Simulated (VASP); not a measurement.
BaTiO3: relaxation of the atoms with PBE

BaTiO3:

```
CELL_PARAMETERS angstrom
4.00600 0.00000 0.00000
0.00000 4.00600 0.00000
0.00000 0.00000 3.96594
ATOMIC_POSITIONS crystal
Ba 0.50000 0.50000 0.50000
Ti 0.00000 0.00000 0.00000
O 0.50000 0.00000 0.00000
O 0.00000 0.50000 0.00000
O 0.00000 0.00000 0.50000
```

This cell differs from its parent crystal: z stretched by -1 %.

```
Program                : VASP 6.6.1
Task                   : relaxation of the atoms
Functional             : PBE
Potentials or basis    : VASP PAW PBE potentials, release 64 (Ba_sv, Ti_sv, O)
Cutoff                 : 520 eV
k mesh                 : 8 × 8 × 8
Occupations            : fermi-dirac, width 0.02 eV
Spin                   : no spin polarisation
Dipole correction      : no
Further INCAR settings : ALGO = Normal; EDIFF = 1e-07; IBRION = 2; EDIFFG = -0.02; NSW = 80
```

```yaml
Pressure_after_relaxing: 5.3 GPa
Band_gap_on_the_k_mesh: 1.74 eV (least direct gap 1.88 eV)
```

Stress tensor (GPa, compression positive):
```
4.59 0.00 0.00
0.00 4.59 0.00
0.00 0.00 6.67
```

Final structure:
```
Ba Ti O
1.0
     4.00600    0.00000    0.00000
     0.00000    4.00600    0.00000
     0.00000    0.00000    3.96594
Ba Ti O
1 1 3
Direct
  0.50000 0.50000 0.50000
  0.00000 0.00000 0.00000
  0.50000 0.00000 0.00000
  0.00000 0.50000 0.00000
  0.00000 0.00000 0.50000
```

Levels at points of the mesh, in eV from the valence-band top:
```csv
k point,band 16,band 17,band 18,band 19,band 20,band 21,band 22,band 23,band 24
"(0.00, 0.00, 0.00)",-1.12,-1.09,-0.15,-0.15,-0.14,1.74,1.76,1.76,3.91
"(0.50, 0.00, 0.00)",-1.94,-1.81,-1.81,-0.72,-0.71,1.92,3.48,3.49,3.97
"(0.50, 0.50, 0.00)",-2.68,-1.73,-0.93,-0.93,-0.12,3.50,3.50,3.90,4.88
"(0.00, 0.00, 0.50)",-1.95,-1.92,-1.92,-0.73,-0.73,1.91,3.57,3.57,3.92
"(0.50, 0.00, 0.50)",-2.72,-1.72,-0.85,-0.85,-0.09,3.49,3.58,3.96,4.78
"(0.50, 0.50, 0.50)",-2.45,-2.35,-0.02,0.00,0.00,4.16,4.21,4.21,6.71
```

It took 2.3 min on 1 thread of Oxide Virtual Turin-like Processor, with other jobs on the host, peak memory 0.22 GiB.

Caveat: the cell differs from its parent crystal (z stretched by -1 %); the relaxation stopped at its first step, so nothing moved; spin-orbit coupling is left out, which moves the levels of the heavy elements. A k mesh can miss the band edges.
